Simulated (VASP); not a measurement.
# SnTe (I4/mmm) in VASP: further runs

The runs below take SnTe through single point, with PBE.

All numbers are computed with VASP 6.6.1; they aren't measurements. Logs are shortened: lines on timing, memory, paths and dates and some standing lists are left out, and cuts for length are marked.

**1. The cell of the first run**

The structure is tetragonal, space group I4/mmm (No. 139). Conventional cell: a = 4.598 Å, b = 4.598 Å, c = 6.408 Å, α = 90.00°, β = 90.00°, γ = 90.00°. Sn (site symmetry 4/mmm) has 6 Te at 3.20 to 3.25 Å within 4.2 Å. Te (site symmetry 4/mmm) has 6 Sn at 3.20 to 3.25 Å within 4.2 Å.

**2. Single point, PBE (strain +0.030 along x and y, +0.015 along z)**

The input, INCAR:

```
ALGO = Normal
EDIFF = 1E-6
ENCUT = 520
GGA = PE
ISIF = 2
ISMEAR = 0
LASPH = T
LCHARG = F
LREAL = F
LWAVE = F
NBANDS = 17
NELM = 60
PREC = Accurate
SIGMA = 0.03
```

The input, KPOINTS:

```
k-points
0
Gamma
  10 10 10
```

The input, POSCAR:

```
SnTe
1.0
    0.0000000000      3.2511950000      3.2038475000
    3.2511950000      0.0000000000      3.2038475000
    3.2511950000      3.2511950000      0.0000000000
Sn Te
1 1
Direct
    0.0000000000      0.0000000000      0.0000000000
    0.5000000000      0.5000000000      0.5000000000
```

Potentials or basis: VASP PAW PBE potentials, release 64 (Sn_d, Te).

On the command line:

```bash
$ cat potpaw_PBE.64/Sn_d/POTCAR potpaw_PBE.64/Te/POTCAR > POTCAR
$ mpirun -np 1 vasp_std > vasp.out
```

OUTCAR:

```text
EDIFF = 1E-6
   ENCUT = 520
   GGA = PE
   ISIF = 2
   ISMEAR = 0
   LASPH = T
   LREAL = F
   NELM = 60
   PREC = Accurate

 ion  position               nearest neighbor table
   1  0.000  0.000  0.000-   2 3.20   2 3.20   2 3.25   2 3.25   2 3.25   2 3.25
   2  0.500  0.500  0.500-   1 3.20   1 3.20   1 3.25   1 3.25   1 3.25   1 3.25

  LATTYP: Found a body centered tetragonal cell.
 ALAT       =     4.5978840629
 C/A-ratio  =     1.3936182192

  Lattice vectors:

 A1 = (   0.0000000000,  -3.2511950000,  -3.2038475000)
 A2 = (   0.0000000000,   3.2511950000,  -3.2038475000)
 A3 = (   3.2511950000,   0.0000000000,   3.2038475000)

Analysis of symmetry for initial positions (statically):
=====================================================================
 Subroutine PRICEL returns:
 Original cell was already a primitive cell.

 Routine SETGRP: Setting up the symmetry group for a
 body centered tetragonal supercell.

 Subroutine GETGRP returns: Found 16 space group operations
 (whereof 16 operations were pure point group operations)
 out of a pool of 16 trial point group operations.

The static configuration has the point symmetry D_4h.

Analysis of symmetry for dynamics (positions and initial velocities):
=====================================================================
 Subroutine PRICEL returns:
 Original cell was already a primitive cell.

 Routine SETGRP: Setting up the symmetry group for a
 body centered tetragonal supercell.

 Subroutine GETGRP returns: Found 16 space group operations
 (whereof 16 operations were pure point group operations)
 out of a pool of 16 trial point group operations.

The dynamic configuration has the point symmetry D_4h.

 Subroutine INISYM returns: Found 16 space group operations
 (whereof 16 operations are pure point group operations),
 and found     1 'primitive' translations

----------------------------------------------------------------------------------------

                                     Primitive cell

  volume of cell :      67.7311

  direct lattice vectors                    reciprocal lattice vectors
     0.000000000  3.251195000  3.203847500    -0.153789607  0.153789607  0.156062359
     3.251195000  0.000000000  3.203847500     0.153789607 -0.153789607  0.156062359
     3.251195000  3.251195000  0.000000000     0.153789607  0.153789607 -0.156062359

  length of vectors
     4.564527109  4.564527109  4.597884063     0.267690019  0.267690019  0.267690019

  position of ions in fractional coordinates (direct lattice)
     0.000000000  0.000000000  0.000000000
     0.500000000  0.500000000  0.500000000

  ion indices of the primitive-cell ions
   primitive index   ion index
                 1           1
                 2           2

----------------------------------------------------------------------------------------

 KPOINTS: k-points

Automatic generation of k-mesh.
 Grid dimensions read from file:
 generate k-points for:   10   10   10

 Generating k-lattice:

  Cartesian coordinates                     Fractional coordinates (reciprocal lattice)
    -0.015378961  0.015378961  0.015606236     0.100000000 -0.000000000  0.000000000
     0.015378961 -0.015378961  0.015606236    -0.000000000  0.100000000  0.000000000
     0.015378961  0.015378961 -0.015606236     0.000000000  0.000000000  0.100000000

  Length of vectors
     0.026769002  0.026769002  0.026769002

  Shift w.r.t. Gamma in fractional coordinates (k-lattice)
     0.000000000  0.000000000  0.000000000

 Subroutine IBZKPT returns following result:
 ===========================================

 Found    102 irreducible k-points:

 Following reciprocal coordinates:
            Coordinates               Weight
  0.000000  0.000000  0.000000      1.000000
  0.100000  0.000000  0.000000      8.000000
  0.200000  0.000000  0.000000      8.000000
  0.300000  0.000000  0.000000      8.000000
  0.400000 -0.000000  0.000000      8.000000
  0.500000  0.000000  0.000000      4.000000
[... 16 lines left out ...]
  0.300000  0.300000  0.000000      2.000000
  0.400000  0.300000  0.000000      8.000000
 [... further k-points ...]
   k-points           NKPTS =    102   k-points in BZ     NKDIM =    102   number of bands    NBANDS=     17
   number of dos      NEDOS =    301   number of ions     NIONS =      2
   total plane-waves  NPLWV =  46656
   dimension x,y,z NGX =    36 NGY =   36 NGZ =   36
   dimension x,y,z NGXF=    72 NGYF=   72 NGZF=   72
   ions per type =               1   1
   NGX,Y,Z   is equivalent  to a cutoff of  13.11, 13.11, 13.02 a.u.
   NGXF,Y,Z  is equivalent  to a cutoff of  26.22, 26.22, 26.03 a.u.
 SYSTEM =  unknown system
   PREC   = accura    normal or accurate (medium, high low for compatibility)
   ISTART =      0    job   : 0-new  1-cont  2-samecut
   ICHARG =      2    charge: 1-file 2-atom 10-const
   ISPIN  =      1    spin polarized calculation?
   LNONCOLLINEAR =      F non collinear calculations
   LSORBIT =      F    spin-orbit coupling
   LASPH  =      T    aspherical Exc in radial PAW
   ENCUT  =  520.0 eV  38.22 Ry    6.18 a.u.   8.49  8.49  8.55*2*pi/ulx,y,z
   NELM   =     60;   NELMIN=  2; NELMDL= -5     # of ELM steps
   EDIFF  = 0.1E-05   stopping-criterion for ELM
   LREAL  =      F    real-space projection
   EDIFFG = 0.1E-04   stopping-criterion for IOM
   NSW    =      0    number of steps for IOM
   IBRION =     -1    ionic relax: 0-MD 1-quasi-New 2-CG
   NFREE  =      0    steps in history (QN), initial steepest desc. (CG)
   ISIF   =      2    stress and relaxation
   ISYM   =      2    0-nonsym 1-usesym 2-fastsym
   POTIM  = 0.5000    time-step for ionic-motion
   TEBEG  =    0.0;   TEEND  =   0.0 temperature during run
   PSTRESS=    0.0 pullay stress
   NELECT =      20.0000    total number of electrons
   NUPDOWN=      -1.0000    fix difference up-down
   EMIN   =  10.00;   EMAX   =-10.00  energy-range for DOS
   EFERMI =   0.00;   METHOD = LEGACY
   ISMEAR =     0;   SIGMA  =   0.03  broadening in eV -4-tet -1-fermi 0-gaus
   EFERMI_NEDOS =   21; number of points for ismear=-14 and -15
   IALGO  =     38    algorithm
   IMIX   =      4    mixing-type and parameters
     AMIX     =   0.40;   BMIX     =  1.00
     AMIX_MAG =   1.60;   BMIX_MAG =  1.00
  volume/ion in A,a.u.               =      33.87       228.54
  Fermi-wavevector in a.u.,A,eV,Ry     =   1.090157  2.060097 16.169726  1.188441
  Thomas-Fermi vector in A             =   2.226375
   LORBIT       =      0    0 simple, 1 ext, 2 COOP (PROOUT), +10 PAW based schemes
   GGA     = PE    functional components
   LHFCALC =     F    Hartree Fock is set to
   AEXX    =    0.0000 exact exchange contribution
   IVDW    =     0    specifies the selected vdW correction
   LEPSILON=     F    determine dielectric tensor
   LRPA    =     F    only Hartree local field effects (RPA)
 non-spin polarized calculation
 Gauss-broadening in eV      SIGMA  =   0.03
  energy-cutoff  :      520.00
  volume of cell :       67.73
 maximum number of plane-waves:      1845
 NGX is ok and might be reduce to    36
   NGX = 17   NGY = 17   NGZ = 17

 number of electron      20.0000002 magnetization

 Free energy of the ion-electron system (eV)
  ---------------------------------------------------
  ext. energy  EPLUGINS =         0.00000000
  ---------------------------------------------------
  free energy    TOTEN  =        -7.55556197 eV

  energy without entropy =       -7.55555909  energy(sigma->0) =       -7.55556053

 E-fermi :   5.9969     XC(G=0):  -9.1410

 val. band max:        5.9380679137   @ k =   0.5000   0.0000   0.0000
 cond. band min:       6.0557931433   @ k =   0.5000   0.0000   0.0000
 fundamental gap:      0.1177252296
 Fermi energy:         5.9969305253

 k-point     1 :       0.0000    0.0000    0.0000
  band No.  band energies     occupation
      1     -15.8884      2.00000
      2     -15.8869      2.00000
      3     -15.8813      2.00000
      4     -15.8813      2.00000
      5     -15.8813      2.00000
      6      -6.2425      2.00000
[... 9 lines left out ...]
     16      10.9590      0.00000
     17      12.7163      0.00000

 k-point     2 :       0.1000    0.0000    0.0000
  band No.  band energies     occupation
      1     -15.8886      2.00000
      2     -15.8867      2.00000
      3     -15.8817      2.00000
      4     -15.8810      2.00000
      5     -15.8809      2.00000
      6      -6.1679      2.00000
[... 9 lines left out ...]
     16      11.1182      0.00000
     17      13.2871      0.00000

 k-point     3 :       0.2000    0.0000    0.0000
  band No.  band energies     occupation
      1     -15.8892      2.00000
      2     -15.8862      2.00000
      3     -15.8823      2.00000
      4     -15.8801      2.00000
      5     -15.8797      2.00000
      6      -5.9537      2.00000
[... 9 lines left out ...]
     16      11.6487      0.00000
     17      14.6322      0.00000

 k-point     4 :       0.3000    0.0000    0.0000
  band No.  band energies     occupation
      1     -15.8901      2.00000
      2     -15.8862      2.00000
      3     -15.8828      2.00000
      4     -15.8790      2.00000
      5     -15.8782      2.00000
      6      -5.6364      2.00000
[... 9 lines left out ...]
     16      12.4970      0.00000
     17      16.1663      0.00000
[... 343 lines left out ...]
      1     -15.8905      2.00000
      2     -15.8861      2.00000
      3     -15.8811      2.00000
      4     -15.8799      2.00000
      5     -15.8785      2.00000
      6      -5.5452      2.00000
[... 9 lines left out ...]
     16      14.1146      0.00000
     17      14.3871      0.00000

 k-point    23 :       0.3000    0.3000    0.0000
  band No.  band energies     occupation
      1     -15.8887      2.00000
      2     -15.8885      2.00000
      3     -15.8861      2.00000
      4     -15.8762      2.00000
      5     -15.8762      2.00000
      6      -5.4357      2.00000
[... 9 lines left out ...]
     16      14.2750      0.00000
     17      14.5419      0.00000

 k-point    24 :       0.4000    0.3000    0.0000
  band No.  band energies     occupation
      1     -15.8899      2.00000
      2     -15.8886      2.00000
      3     -15.8861      2.00000
      4     -15.8753      2.00000
      5     -15.8751      2.00000
      6      -5.1984      2.00000
[... 9 lines left out ...]
     16      14.8859      0.00000
     17      15.5399      0.00000

 [... further k-points ...]
[... 5 lines left out ...]
  --------------------------------------------------------------------------------------
  -------------------------------------------------------------------------------------
  Total       -0.6756629     -0.6756629     -0.0434311      0.0000000      0.0000000     -0.0000000
  in kB      -15.9827972    -15.9827972     -1.0273612      0.0000000      0.0000000     -0.0000000
  external PRESSURE =     -10.9976519 kB  Pullay stress =       0.0000000 kB

 VOLUME and BASIS-vectors are now :
 -----------------------------------------------------------------------------
  energy-cutoff  :      520.00
  volume of cell :       67.73
      direct lattice vectors                 reciprocal lattice vectors
     0.000000000  3.251195000  3.203847500    -0.153789607  0.153789607  0.156062359
     3.251195000  0.000000000  3.203847500     0.153789607 -0.153789607  0.156062359
     3.251195000  3.251195000  0.000000000     0.153789607  0.153789607 -0.156062359

 POSITION                                       TOTAL-FORCE (eV/Angst)
 -----------------------------------------------------------------------------------
      0.00000      0.00000      0.00000         0.000000      0.000000     -0.000000
      3.25120      3.25120      3.20385         0.000000      0.000000      0.000000
 -----------------------------------------------------------------------------------
    total drift:                               -0.000000      0.000000      0.000000

  FREE ENERGIE OF THE ION-ELECTRON SYSTEM (eV)
  ---------------------------------------------------
  free  energy   TOTEN  =        -7.5555619681 eV

  energy  without entropy=       -7.5555590861  energy(sigma->0) =       -7.55556053
```

Wall time 100 s (1 thread of Intel Xeon 6975P-C, shared host); peak memory 0.29 GiB.

What came out:

```
Free energy            : -7.5556 eV
Pressure               : -1.1 GPa
Band gap on the k mesh : 0.12 eV, direct
```

Stress tensor (GPa, compression positive):
```
-1.60  0.00  0.00
 0.00 -1.60  0.00
 0.00  0.00 -0.10
```

Caveat: the cell differs from its parent crystal (strain +0.030 along x and y, +0.015 along z); spin-orbit coupling is left out, which moves the levels of the heavy elements.

**3. Single point, PBE (strain -0.015 along x and y, +0.015 along z)**

The input, INCAR:

```
ALGO = Normal
EDIFF = 1E-7
ENCUT = 520
GGA = PE
ISIF = 2
ISMEAR = 0
LASPH = T
LCHARG = T
LELF = T
LREAL = F
LVHAR = T
LWAVE = F
NBANDS = 17
NELM = 80
PREC = Accurate
SIGMA = 0.03
```

KPOINTS is that of step 2.

The input, POSCAR:

```
SnTe
1.0
    0.0000000000      3.1091525000      3.2038475000
    3.1091525000      0.0000000000      3.2038475000
    3.1091525000      3.1091525000      0.0000000000
Sn Te
1 1
Direct
    0.0000000000      0.0000000000      0.0000000000
    0.5000000000      0.5000000000      0.5000000000
```

Potentials or basis: VASP PAW PBE potentials, release 64 (Sn_d, Te).

On the command line:

```bash
$ cat potpaw_PBE.64/Sn_d/POTCAR potpaw_PBE.64/Te/POTCAR > POTCAR
$ mpirun -np 1 vasp_std > vasp.out
```

It took 60 s on 1 thread of Intel Xeon Platinum 8559C (Emerald Rapids), shared host; peak memory 0.27 GiB.

Results (log left out):

```yaml
Free_energy: -7.5168 eV
Pressure: 2.9 GPa
Band_gap_on_the_k_mesh: 0.19 eV, direct
```

Stress tensor (GPa, compression positive):
```
4.25 0.00 0.00
0.00 4.25 0.00
0.00 0.00 0.22
```

Levels at points of the mesh, in eV from the valence-band top:
| k point | band 7 | band 8 | band 9 | band 10 | band 11 | band 12 | band 13 | band 14 |
| --- | --- | --- | --- | --- | --- | --- | --- | --- |
| (0.00, 0.00, 0.00) | -4.59 | -2.25 | -2.25 | -1.92 | 2.93 | 3.66 | 3.66 | 4.63 |
| (0.50, 0.00, 0.00) | -8.36 | -1.85 | -1.76 | 0.00 | 0.19 | 0.37 | 0.45 | 7.84 |
| (0.50, 0.50, 0.00) | -6.30 | -5.57 | -3.71 | -3.71 | 2.22 | 5.10 | 5.10 | 6.19 |
| (0.50, 0.00, 0.50) | -6.50 | -5.64 | -3.95 | -3.61 | 2.15 | 4.58 | 5.37 | 6.67 |

Caveat: the cell differs from its parent crystal (strain -0.015 along x and y, +0.015 along z); spin-orbit coupling is left out, which moves the levels of the heavy elements. A k mesh can miss the band edges.

**4. Single point, PBE (strain -0.015 along x and y, +0.030 along z)**

The input, INCAR:

```
SYSTEM = SnTe
PREC = Accurate ; ENCUT = 520
EDIFF = 1E-6 ; ISMEAR = 0
SIGMA = 0.03 ; LREAL = .FALSE.
LASPH = .TRUE. ; NELM = 60
ALGO = Normal ; ISIF = 2
LWAVE = .FALSE. ; LCHARG = .FALSE.
GGA = PE ; NBANDS = 17
```

The input, KPOINTS:

```
regular mesh
0
G
  10 10 10
  0 0 0
```

The input, POSCAR:

```
SnTe
1.0
    0.0000000000      3.1091525000      3.2511950000
    3.1091525000      0.0000000000      3.2511950000
    3.1091525000      3.1091525000      0.0000000000
Sn Te
1 1
Direct
    0.0000000000      0.0000000000      0.0000000000
    0.5000000000      0.5000000000      0.5000000000
```

On the command line:

```bash
$ cat potpaw_PBE.64/Sn_d/POTCAR potpaw_PBE.64/Te/POTCAR > POTCAR
$ mpirun -np 1 vasp_std > vasp.out
```

Run time: 42 s. Hardware: 1 thread of Intel Xeon Platinum 8559C (Emerald Rapids), shared host; peak memory 0.27 GiB.

It converged, with:

```
Free energy            : -7.5136 eV
Pressure               : 2.2 GPa
Band gap on the k mesh : 0.20 eV, direct
```

Stress tensor (GPa, compression positive):
```
 4.08  0.00  0.00
 0.00  4.08  0.00
 0.00  0.00 -1.42
```

Levels at points of the mesh, in eV from the valence-band top:
```
           k point  band 6  band 7  band 8  band 9  band 10  band 11  band 12  band 13  band 14  band 15
(0.00, 0.00, 0.00)  -12.72   -4.62   -2.23   -2.23    -1.76     2.72     3.77     3.77     4.62     4.94
(0.50, 0.00, 0.00)  -11.45   -8.26   -1.81   -1.68     0.00     0.20     0.44     0.53     7.82     8.73
(0.50, 0.50, 0.00)  -11.32   -6.19   -5.42   -3.59    -3.59     2.33     5.11     5.11     5.96     9.08
(0.50, 0.00, 0.50)  -11.07   -6.49   -5.52   -3.95    -3.45     2.22     4.35     5.49     6.67     8.91
```

Caveat: the cell differs from its parent crystal (strain -0.015 along x and y, +0.030 along z); spin-orbit coupling is left out, which moves the levels of the heavy elements.

**5. Single point, PBE (strain +0.000 along x and y, +0.015 along z)**

The input, INCAR:

```
PREC = Accurate
ENCUT = 520
EDIFF = 1E-6
ISMEAR = 0
SIGMA = 0.03
LREAL = False
LASPH = True
NELM = 80
ALGO = Normal
ISIF = 2
LWAVE = False
LCHARG = True
GGA = PE
LELF = True
LVHAR = True
NBANDS = 17
```

The input, KPOINTS:

```
regular mesh
0
Gamma
  10 10 10
```

The input, POSCAR:

```
SnTe
1.0
    0.0000000000      3.1565000000      3.2038475000
    3.1565000000      0.0000000000      3.2038475000
    3.1565000000      3.1565000000      0.0000000000
Sn Te
1 1
Direct
    0.0000000000      0.0000000000      0.0000000000
    0.5000000000      0.5000000000      0.5000000000
```

On the command line:

```bash
$ cat potpaw_PBE.64/Sn_d/POTCAR potpaw_PBE.64/Te/POTCAR > POTCAR
$ mpirun -np 1 vasp_std > vasp.out
```

It took 40 s on 1 thread of Intel Xeon Platinum 8559C (Emerald Rapids), shared host; peak memory 0.27 GiB.

The run converged. Its results:

| Item | Value |
| --- | --- |
| Free energy | -7.5532 eV |
| Pressure | 1.3 GPa |
| Band gap on the k mesh | 0.05 eV, direct |

Stress tensor (GPa, compression positive):
```
1.87 0.00 0.00
0.00 1.87 0.00
0.00 0.00 0.06
```

Levels at points of the mesh, in eV from the valence-band top:
| k point | band 7 | band 8 | band 9 | band 10 | band 11 | band 12 | band 13 | band 14 |
| --- | --- | --- | --- | --- | --- | --- | --- | --- |
| (0.00, 0.00, 0.00) | -4.77 | -2.16 | -2.16 | -2.00 | 3.06 | 3.41 | 3.41 | 4.70 |
| (0.50, 0.00, 0.00) | -8.25 | -1.80 | -1.76 | 0.00 | 0.05 | 0.36 | 0.41 | 7.72 |
| (0.50, 0.50, 0.00) | -6.41 | -5.43 | -3.64 | -3.64 | 2.26 | 4.85 | 4.85 | 6.07 |
| (0.50, 0.00, 0.50) | -6.50 | -5.46 | -3.76 | -3.59 | 2.23 | 4.60 | 4.98 | 6.30 |

Caveat: the cell differs from its parent crystal (strain +0.000 along x and y, +0.015 along z); spin-orbit coupling is left out, which moves the levels of the heavy elements. A k mesh can miss the band edges.

**6. Summary**

| cell | gap on the mesh (eV) | pressure (GPa) |
| --- | --- | --- |
| a = 4.565, b = 4.565, c = 4.598 Å, angles 59.8, 59.8, 60.5°, 2 atoms | 0.12 | -1.1 |
| a = 4.464, b = 4.464, c = 4.397 Å, angles 60.5, 60.5, 59.0°, 2 atoms | 0.19 | 2.9 |
| a = 4.499, b = 4.499, c = 4.397 Å, angles 60.7, 60.7, 58.5°, 2 atoms | 0.20 | 2.2 |
| a = 4.498, b = 4.498, c = 4.464 Å, angles 60.2, 60.2, 59.5°, 2 atoms | 0.05 | 1.3 |

Alike in all rows: task single point; level PBE; potentials or basis VASP PAW PBE potentials, release 64 (Sn_d, Te); no spin polarisation; k mesh 10 × 10 × 10; cutoff (eV) 520; smearing gaussian 0.03 eV.

Caveats: spin-orbit coupling is left out, which moves the levels of the heavy elements.

Absolute energies hang on the potentials; compare differences alone.
